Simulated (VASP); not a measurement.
Runs of VASP 6.6.1 on CoSi. The structure is that of space group P2_13 (No. 198), or close to it. The cells are those of the table. 

```tsv
cell	further INCAR settings	gap on the mesh (eV)	pressure (GPa)	largest force (eV/Å)
a = 4.431, b = 4.431, c = 4.298 Å, 8 atoms	ALGO = Fast; EDIFF = 1e-06; NBANDS = 36	none	7.3	0.09
a = 4.364, b = 4.364, c = 4.431 Å, 8 atoms	ALGO = Fast; EDIFF = 1e-07; NBANDS = 36	none	7.3	0.07
a = 4.298, b = 4.298, c = 4.431 Å, 8 atoms	ALGO = Fast; EDIFF = 1e-06; NBANDS = 36	none	15.5	0.15
a = 4.364, b = 4.364, c = 4.298 Å, 8 atoms	ALGO = Fast; EDIFF = 1e-06; NBANDS = 36	none	(a)	0.15
```

Alike in all rows: task single point; level PBE; potentials or basis VASP PAW PBE potentials, release 64 (Co, Si); no spin polarisation; k mesh 10 × 10 × 10; cutoff (eV) 520; smearing gaussian 0.15 eV.

Task: Estimate the missing entries.

Result: (a) 15.3.

Caveats: the cell stands under pressure (at least some runs); the stress differs along the axes, from 4 to 13 GPa (at least some runs); the stress differs along the axes, from 10 to 18 GPa (at least some runs).

A gap of «none» marks levels without a gap at the run's occupations.
